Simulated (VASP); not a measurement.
TiRu2, 6 atoms in the cell. The structure is tetragonal, space group P4_2/nmc (No. 137). Conventional cell: a = 3.916 Å, b = 3.916 Å, c = 5.637 Å, α = 90.00°, β = 90.00°, γ = 90.00°. Ti (site symmetry -4m2) has 8 Ru at 2.27 to 2.58 Å within 3.0 Å. Within 3.0 Å of Ru (site symmetry 2mm) lie 4 Ti at 2.27 to 2.58 Å and 6 Ru at 2.82 Å. 

* Program: VASP 6.6.1
* Task: single point
* Functional: PBE
* Potentials or basis: VASP PAW PBE potentials, release 64 (Ti_sv, Ru_pv)
* Cutoff: 520 eV
* k mesh: 6 × 6 × 4
* Occupations: gaussian, width 0.1 eV
* Spin: no spin polarisation
* Dipole correction: no
* Further INCAR settings: ALGO = Fast; EDIFF = 1e-07; NBANDS = 49

Potentials or basis: VASP PAW PBE potentials, release 64 (Ti_sv, Ru_pv).

Launch:

```sh
$ cat potpaw_PBE.64/Ti_sv/POTCAR potpaw_PBE.64/Ru_pv/POTCAR > POTCAR
$ mpirun -np 1 vasp_std > vasp.out
```

Hardware: 1 thread of AMD EPYC 7R13, on a shared host.

**Question.** Estimate the wall time of this run.

**Answer.** Run time: 8.5 min on 1 thread of AMD EPYC 7R13, with other jobs on the host, peak memory 0.22 GiB. Counts: scf iterations 29, k points 30.
